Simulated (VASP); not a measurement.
**Sn: single point with PBEsol**

Sn:

```
Sn
1.0
     0.00000    2.68005    2.68005
     2.68005    0.00000    2.68005
     2.68005    2.68005    0.00000
Sn
2
Direct
  0.87500 0.87500 0.87500
  0.12500 0.12500 0.12500
```

This isn't the form of Sn at room conditions, which is tetragonal (white tin).

```yaml
Program: VASP 6.6.1
Task: single point
Functional: PBEsol
Potentials_or_basis: VASP PAW PBE potentials, release 64 (Sn_d)
Cutoff: 520 eV
k_mesh: 10 × 10 × 10
Occupations: fermi-dirac, width 0.1 eV
Spin: no spin polarisation
Dipole_correction: no
Further_INCAR_settings: ALGO = Normal; EDIFF = 1e-07; NBANDS = 21
```

```yaml
Pressure: 102.2 GPa
Band_gap_on_the_k_mesh: zero (bands 14 and 15 overlap by 0.83 eV)
```

Levels at points of the mesh, in eV from the Fermi level:
| k point | band 11 | band 12 | band 13 | band 14 | band 15 | band 16 | band 17 | band 18 |
| --- | --- | --- | --- | --- | --- | --- | --- | --- |
| (0.00, 0.00, 0.00) | -15.76 | 0.62 | 0.62 | 0.62 | 2.26 | 2.26 | 2.26 | 3.91 |
| (0.50, 0.00, 0.00) | -12.35 | -9.82 | -1.97 | -1.97 | 1.97 | 3.40 | 3.40 | 4.39 |
| (0.50, 0.50, 0.00) | -10.18 | -10.18 | -4.80 | -4.80 | -0.07 | -0.07 | 11.94 | 11.94 |

It took 58 s on 1 thread of Intel Xeon 8259CL (shared host), peak memory 0.17 GiB.

Caveat: the cell stands under pressure; the PAW data sets were made with another functional, which shifts forces and pressure a little; spin-orbit coupling is left out, which moves the levels of the heavy elements.
